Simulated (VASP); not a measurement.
YRh, 2 atoms in the cell. The structure is cubic, space group Pm-3m (No. 221). Conventional cell: a = 3.437 Å, b = 3.437 Å, c = 3.437 Å, α = 90.00°, β = 90.00°, γ = 90.00°. Y (site symmetry m-3m) has 8 Rh at 2.98 Å and 6 Y at 3.44 Å within 3.9 Å. Within 3.9 Å of Rh (site symmetry m-3m) lie 8 Y at 2.98 Å and 6 Rh at 3.44 Å. 

| Item | Value |
| --- | --- |
| Program | VASP 6.6.1 |
| Task | single point |
| Functional | PBEsol |
| Potentials or basis | VASP PAW PBE potentials, release 64 (Y_sv, Rh_pv) |
| Cutoff | 520 eV |
| k mesh | 7 × 7 × 7 |
| Occupations | fermi-dirac, width 0.05 eV |
| Spin | no spin polarisation |
| Dipole correction | no |
| Further INCAR settings | ALGO = Normal; EDIFF = 1e-06; NBANDS = 20 |

Potentials or basis: VASP PAW PBE potentials, release 64 (Y_sv, Rh_pv).

Command:

```bash
$ cat potpaw_PBE.64/Y_sv/POTCAR potpaw_PBE.64/Rh_pv/POTCAR > POTCAR
$ mpirun -np 1 vasp_std > vasp.out
```

Hardware: 1 thread of Intel Xeon 6975P-C, with other jobs on the host.

**Question.** How long does it take, and how much memory?

**Answer.** Wall time 14 s on 1 thread of Intel Xeon 6975P-C, on a shared host, peak memory 0.18 GiB. Counts: scf iterations 13, k points 20.
